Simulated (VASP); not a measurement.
# Ru (P6/mmm) in VASP: further runs

The runs below take Ru through single point, with PBE.

Program: VASP 6.6.1. These are calculated values, not measurements. Logs are shortened: lines on timing, memory, paths and dates and some standing lists are left out, and cuts for length are marked.

## Step 1: The cell of the first run

Symmetry: P6/mmm, No. 191, hexagonal system. The conventional cell has a = 4.268 Å, b = 4.268 Å, c = 2.684 Å, α = 90.00°, β = 90.00°, γ = 120.00°. Within 3.5 Å of Ru (site symmetry 6/mmm) lie 14 Ru at 2.68 to 2.81 Å. Within 3.3 Å of Ru (site symmetry -6m2) lie 11 Ru at 2.46 to 2.81 Å.

This isn't the form of Ru at room conditions, which is hcp.

## Step 2: Single point, PBE

The input, INCAR:

```
SYSTEM = Ru
PREC = Accurate
ENCUT = 520
EDIFF = 1E-6
ISMEAR = -1
SIGMA = 0.08
LREAL = .False.
LASPH = .True.
NELM = 60
ALGO = Normal
ISIF = 2
LWAVE = .False.
LCHARG = .False.
GGA = PE
NBANDS = 28
```

The input, KPOINTS:

```
regular mesh
0
Gamma
  9 9 13
  0 0 0
```

The input, POSCAR:

```
Ru
1.0
    4.2683005943      0.0000000000      0.0000000000
   -2.1341502972      3.6964567457      0.0000000000
    0.0000000000      0.0000000000      2.6844348078
Ru
3
Direct
    0.0000000000      0.0000000000      0.0000000000
    0.3333333333      0.6666666667      0.5000000000
    0.6666666667      0.3333333333      0.5000000000
```

Potentials or basis: VASP PAW PBE potentials, release 64 (Ru_pv).

Started as:

```sh
> cat potpaw_PBE.64/Ru_pv/POTCAR > POTCAR
> mpirun -np 1 vasp_std > vasp.out
```

OUTCAR:

```text
SYSTEM = Ru
   PREC = Accurate
   ENCUT = 520
   EDIFF = 1E-6
   ISMEAR = -1
   LREAL = .False.
   LASPH = .True.
   NELM = 60
   ISIF = 2
   GGA = PE

 ion  position               nearest neighbor table
   1  0.000  0.000  0.000-   2 2.81   3 2.81   2 2.81   3 2.81   3 2.81   3 2.81   2 2.81   2 2.81
                             3 2.81   3 2.81   2 2.81   2 2.81
   2  0.333  0.667  0.500-   3 2.46   3 2.46   3 2.46   1 2.81   1 2.81   1 2.81   1 2.81   1 2.81
                             1 2.81
   3  0.667  0.333  0.500-   2 2.46   2 2.46   2 2.46   1 2.81   1 2.81   1 2.81   1 2.81   1 2.81
                             1 2.81

  LATTYP: Found a hexagonal cell.
 ALAT       =     4.2683005943
 C/A-ratio  =     0.6289235607

  Lattice vectors:

 A1 = (   4.2683005943,   0.0000000000,   0.0000000000)
 A2 = (  -2.1341502972,   3.6964567457,   0.0000000000)
 A3 = (   0.0000000000,   0.0000000000,   2.6844348078)

Analysis of symmetry for initial positions (statically):
=====================================================================
 Subroutine PRICEL returns:
 Original cell was already a primitive cell.

 Routine SETGRP: Setting up the symmetry group for a
 hexagonal supercell.

 Subroutine GETGRP returns: Found 24 space group operations
 (whereof 24 operations were pure point group operations)
 out of a pool of 24 trial point group operations.

The static configuration has the point symmetry D_6h.

Analysis of symmetry for dynamics (positions and initial velocities):
=====================================================================
 Subroutine PRICEL returns:
 Original cell was already a primitive cell.

 Routine SETGRP: Setting up the symmetry group for a
 hexagonal supercell.

 Subroutine GETGRP returns: Found 24 space group operations
 (whereof 24 operations were pure point group operations)
 out of a pool of 24 trial point group operations.

The dynamic configuration has the point symmetry D_6h.

 Subroutine INISYM returns: Found 24 space group operations
 (whereof 24 operations are pure point group operations),
 and found     1 'primitive' translations

----------------------------------------------------------------------------------------

                                     Primitive cell

  volume of cell :      42.3539

  direct lattice vectors                    reciprocal lattice vectors
     4.268300594  0.000000000  0.000000000     0.234285280  0.135264669  0.000000000
    -2.134150297  3.696456746  0.000000000     0.000000000  0.270529339  0.000000000
[... 82 lines left out ...]
   LNONCOLLINEAR =      F non collinear calculations
   LSORBIT =      F    spin-orbit coupling
   LASPH  =      T    aspherical Exc in radial PAW
   ENCUT  =  520.0 eV  38.22 Ry    6.18 a.u.   7.94  7.94  4.99*2*pi/ulx,y,z
   NELM   =     60;   NELMIN=  2; NELMDL= -5     # of ELM steps
   EDIFF  = 0.1E-05   stopping-criterion for ELM
   LREAL  =      F    real-space projection
   EDIFFG = 0.1E-04   stopping-criterion for IOM
   NSW    =      0    number of steps for IOM
   IBRION =     -1    ionic relax: 0-MD 1-quasi-New 2-CG
   NFREE  =      0    steps in history (QN), initial steepest desc. (CG)
   ISIF   =      2    stress and relaxation
   ISYM   =      2    0-nonsym 1-usesym 2-fastsym
   POTIM  = 0.5000    time-step for ionic-motion
   TEBEG  =    0.0;   TEEND  =   0.0 temperature during run
   PSTRESS=    0.0 pullay stress
   NELECT =      42.0000    total number of electrons
   NUPDOWN=      -1.0000    fix difference up-down
   EMIN   =  10.00;   EMAX   =-10.00  energy-range for DOS
   EFERMI =   0.00;   METHOD = LEGACY
   ISMEAR =    -1;   SIGMA  =   0.08  broadening in eV -4-tet -1-fermi 0-gaus
   EFERMI_NEDOS =   21; number of points for ismear=-14 and -15
   IALGO  =     38    algorithm
   IMIX   =      4    mixing-type and parameters
     AMIX     =   0.40;   BMIX     =  1.00
     AMIX_MAG =   1.60;   BMIX_MAG =  1.00
  volume/ion in A,a.u.               =      14.12        95.27
  Fermi-wavevector in a.u.,A,eV,Ry     =   1.632526  3.085027 36.261445  2.665141
  Thomas-Fermi vector in A             =   2.724482
   LORBIT       =      0    0 simple, 1 ext, 2 COOP (PROOUT), +10 PAW based schemes
   GGA     = PE    functional components
[... 5 lines left out ...]
 non-spin polarized calculation
  energy-cutoff  :      520.00
  volume of cell :       42.35
 maximum number of plane-waves:      1161
 NGX is ok and might be reduce to    32
   NGX = 15   NGY = 15   NGZ =  9

 number of electron      42.0000007 magnetization

 Free energy of the ion-electron system (eV)
  ---------------------------------------------------
  ext. energy  EPLUGINS =         0.00000000
  ---------------------------------------------------
  free energy    TOTEN  =       -26.96335834 eV

  energy without entropy =      -26.88681536  energy(sigma->0) =      -26.92508685

 E-fermi :  12.3209     XC(G=0): -13.8604

 val. band max:       12.3116644831   @ k =   0.2222   0.1111   0.1538
 cond. band min:      12.3219110744   @ k =   0.1111   0.0000   0.2308
 fundamental gap:      0.0102465912
 Fermi energy:        12.3208827543

 k-point     1 :       0.0000    0.0000    0.0000
  band No.  band energies     occupation
      1     -31.2475      2.00000
      2     -31.2475      2.00000
      3     -30.8610      2.00000
      4     -30.8610      2.00000
      5     -30.5911      2.00000
      6     -30.3431      2.00000
[... 733 lines left out ...]
     27      13.8810      0.00000
     28      22.7039      0.00000

 [... further k-points ...]

------------------------ aborting loop because EDIFF is reached ----------------------------------------

  FORCE on cell =-STRESS in cart. coord.  units (eV):
  Direction    XX          YY          ZZ          XY          YZ          ZX
  --------------------------------------------------------------------------------------
  -------------------------------------------------------------------------------------
  Total        0.0044041      0.0044041     -0.0385779     -0.0000000     -0.0000000      0.0000000
  in kB        0.1666009      0.1666009     -1.4593360     -0.0000000     -0.0000000      0.0000000
  external PRESSURE =      -0.3753781 kB  Pullay stress =       0.0000000 kB

 VOLUME and BASIS-vectors are now :
 -----------------------------------------------------------------------------
  energy-cutoff  :      520.00
  volume of cell :       42.35
      direct lattice vectors                 reciprocal lattice vectors
     4.268300594  0.000000000  0.000000000     0.234285280  0.135264669  0.000000000
    -2.134150297  3.696456746  0.000000000     0.000000000  0.270529339  0.000000000
     0.000000000  0.000000000  2.684434808     0.000000000  0.000000000  0.372517894

 POSITION                                       TOTAL-FORCE (eV/Angst)
 -----------------------------------------------------------------------------------
      0.00000      0.00000      0.00000        -0.000000      0.000000      0.000000
     -0.00000      2.46430      1.34222         0.000000      0.000000      0.000000
      2.13415      1.23215      1.34222        -0.000000     -0.000000      0.000000
 -----------------------------------------------------------------------------------
    total drift:                               -0.000000      0.000000      0.000000

  FREE ENERGIE OF THE ION-ELECTRON SYSTEM (eV)
  ---------------------------------------------------
  free  energy   TOTEN  =       -26.9633583359 eV

  energy  without entropy=      -26.8868153570  energy(sigma->0) =      -26.92508685
```

OSZICAR:

```text
N       E                     dE             d eps       ncg     rms          rms(c)
DAV:   1     0.474158214695E+03    0.47416E+03   -0.25434E+04  4712   0.164E+03
DAV:   2    -0.161382400293E+02   -0.49030E+03   -0.47847E+03  4928   0.504E+02
DAV:   3    -0.287267232495E+02   -0.12588E+02   -0.12288E+02  5140   0.874E+01
DAV:   4    -0.288693734690E+02   -0.14265E+00   -0.14254E+00  5964   0.847E+00
DAV:   5    -0.288719734506E+02   -0.26000E-02   -0.25998E-02  5276   0.107E+00    0.205E+01
DAV:   6    -0.271780847256E+02    0.16939E+01   -0.54667E+00  5104   0.194E+01    0.645E+00
DAV:   7    -0.278844333235E+02   -0.70635E+00   -0.67605E+00  5072   0.225E+01    0.885E+00
DAV:   8    -0.269707224055E+02    0.91371E+00   -0.34820E+00  5020   0.111E+01    0.122E+00
DAV:   9    -0.269635898159E+02    0.71326E-02   -0.33599E-02  5260   0.137E+00    0.233E-01
DAV:  10    -0.269633582864E+02    0.23153E-03   -0.22823E-03  5716   0.425E-01    0.594E-02
DAV:  11    -0.269633562317E+02    0.20547E-05   -0.61463E-05  5492   0.723E-02    0.236E-02
DAV:  12    -0.269633588354E+02   -0.26037E-05   -0.52333E-06  4644   0.203E-02    0.323E-03
DAV:  13    -0.269633583359E+02    0.49952E-06   -0.41326E-07  3236   0.654E-03
   1 F= -.26963358E+02 E0= -.26925087E+02  d E =-.765430E-01
```

It took 25 s on 1 thread of Intel Xeon 6975P-C (Granite Rapids), shared host; peak memory 0.2 GiB.

Results:

| Quantity | Value |
| --- | --- |
| Free energy | -26.9634 eV |
| Pressure | 0.0 GPa |
| Band gap on the k mesh | zero (bands 21 and 22 overlap by 2.28 eV) |

Levels at points of the mesh, in eV from the Fermi level:
```tsv
k point	band 19	band 20	band 21	band 22	band 23	band 24
(0.00, 0.00, 0.00)	-2.08	-1.41	-1.41	-1.31	-1.31	1.62
```

## Step 3: Single point, PBE (14.12 Å³/atom)

The input, INCAR:

```
PREC = Accurate
ENCUT = 520
EDIFF = 1E-6
ISMEAR = -1
SIGMA = 0.08
LREAL = F
LASPH = T
NELM = 100
ALGO = Normal
ISIF = 2
LWAVE = F
LCHARG = F
GGA = PE
NBANDS = 28
```

The input, KPOINTS:

```
regular mesh
0
Gamma
  9 9 13
```

POSCAR is that of step 2.

Potentials or basis: VASP PAW PBE potentials, release 64 (Ru_pv).

Started as:

```sh
> cat potpaw_PBE.64/Ru_pv/POTCAR > POTCAR
> mpirun -np 1 vasp_std > vasp.out
```

Wall time 25 s (1 thread of Intel Xeon 6975P-C (Granite Rapids), shared host); peak memory 0.2 GiB.

It converged, with:

```yaml
Free_energy: -26.9634 eV
Pressure: 0.0 GPa
Band_gap_on_the_k_mesh: zero (bands 21 and 22 overlap by 2.28 eV)
```

Stress tensor (GPa, compression positive):
```
 0.02  0.00  0.00
 0.00  0.02  0.00
 0.00  0.00 -0.15
```

Levels at points of the mesh, in eV from the Fermi level:
| k point | band 19 | band 20 | band 21 | band 22 | band 23 | band 24 |
| --- | --- | --- | --- | --- | --- | --- |
| (0.00, 0.00, 0.00) | -2.08 | -1.41 | -1.41 | -1.31 | -1.31 | 1.62 |
